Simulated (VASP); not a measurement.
Input of a VASP 6.6.1 run:

The input INCAR:

```
PREC = Accurate ; ENCUT = 600
EDIFF = 1E-6 ; ISMEAR = -1
SIGMA = 0.05 ; LREAL = False
LASPH = True ; NELM = 80
ALGO = Normal ; ISIF = 3
LWAVE = False ; LCHARG = False
GGA = PS ; IBRION = 2
NSW = 60 ; EDIFFG = -0.01
PSTRESS = 50.0
```

KPOINTS

```
Automatic mesh
0
Gamma
  13 13 13
```

POSCAR

```
BN
1.0
    0.0000000000      1.8130010000      1.8130010000
    1.8130010000      0.0000000000      1.8130010000
    1.8130010000      1.8130010000      0.0000000000
N B
1 1
Direct
    0.2500000000      0.2500000000      0.2500000000
    0.0000000000      0.0000000000      0.0000000000
```

Potentials or basis: VASP PAW PBE potentials, release 64 (N, B).

The run is started by

```bash
$ cat potpaw_PBE.64/N/POTCAR potpaw_PBE.64/B/POTCAR > POTCAR
$ mpirun -np 1 vasp_std > vasp.out
```

(1) Estimate the band gap on the k mesh.

(2) What does it give for the relaxed cell?

## Answers

(1) 4.37 eV, indirect (least direct gap 8.85 eV).

(2) a = 2.540 Å, b = 2.540 Å, c = 2.540 Å, α = 60.00°, β = 60.00°, γ = 60.00°.

Caveat: the cell is relaxed towards a set pressure, so the enthalpy falls and the energy may rise.
